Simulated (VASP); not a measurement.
A run of VASP 6.6.1:

Contents of INCAR:

```
SYSTEM = Cr
ALGO = Normal ; EDIFF = 1E-7
ENCUT = 520 ; GGA = PE
ISIF = 2 ; ISMEAR = -1
ISPIN = 2 ; LASPH = .TRUE.
LCHARG = .TRUE. ; LELF = .TRUE.
LMAXMIX = 4 ; LORBIT = 11
LREAL = .FALSE. ; LVHAR = .TRUE.
LWAVE = .FALSE. ; MAGMOM = 2
NBANDS = 16 ; NELM = 150
PREC = Accurate ; SIGMA = 0.05
```

The input KPOINTS:

```
k-points
0
G
  16 16 16
  0 0 0
```

POSCAR

```
Cr
1.0
    1.9741615206      0.0000000000      0.0000000000
    0.0000000000      1.9741615206      0.0000000000
    0.0000000000      0.0000000000      1.9741615206
Cr
1
Direct
    0.0000000000      0.0000000000      0.0000000000
```

Potentials or basis: VASP PAW PBE potentials, release 64 (Cr_pv).

Run with:

```sh
$ cat potpaw_PBE.64/Cr_pv/POTCAR > POTCAR
$ mpirun -np 1 vasp_std > vasp.out
```

Hardware: 1 thread of AMD EPYC 9R45 (Zen 5) (shared host).

**Question.** Estimate the wall time of this run.

**Answer.** It took 36 s on 1 thread of AMD EPYC 9R45 (Zen 5), on a shared host, peak memory 0.1 GiB. Counts: scf iterations 15, k points 165.
